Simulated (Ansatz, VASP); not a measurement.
# SrTiO3 in VASP and in Ansatz

The input INCAR:

```
PREC     = Accurate       # precision mode
ENCUT    = 520            # plane-wave cutoff, eV
EDIFF    = 1E-8           # SCF threshold, eV
ISMEAR   = -1             # smearing method
SIGMA    = 0.05           # smearing width, eV
LREAL    = F              # projectors in reciprocal space
LASPH    = T              # aspherical terms in the spheres
NELM     = 60             # most SCF steps
ALGO     = Normal         # electronic algorithm
ISIF     = 2              # what is computed and relaxed
LWAVE    = F              # write WAVECAR
LCHARG   = F              # write CHGCAR
GGA      = PE             # functional
LEFG     = T            
NBANDS   = 28             # bands
```

The input KPOINTS:

```
regular mesh
0
Gamma
  7 7 7
```

POSCAR

```
SrTiO3
1.0
    3.9563874719      0.0000000000      0.0000000000
    0.0000000000      3.9563874719      0.0000000000
    0.0000000000      0.0000000000      3.9563874719
Sr Ti O
1 1 3
Direct
    0.0000000000      0.0000000000      0.0000000000
    0.5000000000      0.5000000000      0.5000000000
    0.0000000000      0.5000000000      0.5000000000
    0.5000000000      0.0000000000      0.5000000000
    0.5000000000      0.5000000000      0.0000000000
```

Input for Ansatz:

```yaml
crystal:
  lattice:
    - [3.9563874719, 0.0, 0.0]
    - [0.0, 3.9563874719, 0.0]
    - [0.0, 0.0, 3.9563874719]
  atoms:
    - { symbol: Sr, position: [0.0, 0.0, 0.0] }
    - { symbol: Ti, position: [0.5, 0.5, 0.5] }
    - { symbol: O, position: [0.0, 0.5, 0.5] }
    - { symbol: O, position: [0.5, 0.0, 0.5] }
    - { symbol: O, position: [0.5, 0.5, 0.0] }
kpoints:
  mp_grid: { grid: [7, 7, 7] }
scf:
  occupations: { method: fermi_dirac, width: 0.05 }
hamiltonian:
  xc: pbe
  pseudopotentials: { kind: all_electron, datasets: crystal }
output:
  forces: true
  stress: true
  eigenvalues: true
  efg: { contact_densities: true }
```

Change from the starting cell: volume scaled by 1.04, crystal datasets.

Alike in both runs: task electric field gradients; functional PBE; k mesh 7 × 7 × 7; occupations fermi-dirac, width 0.05 eV; no spin polarisation.

```csv
,VASP,Ansatz
version,VASP 6.6.1,Ansatz 0.2.0
potentials or method,"VASP PAW PBE potentials, release 64 (Sr_sv, Ti_sv, O), cutoff 520 eV","all-electron PAW with datasets made for the crystal, scalar-relativistic"
```

|  | VASP | Ansatz | Ansatz less VASP |
| --- | --- | --- | --- |
| gap on the k mesh at the Fermi level (eV) | 1.84 | 1.87 | +0.023 |
| pressure (GPa) | -1.9 | -2.5 | -0.59 |
| size of Vzz on the site where it differs most (V/Å²) | 15.3 | 16.0 | +0.66 |

Ansatz ran all-electron here, and VASP with PAW potentials.
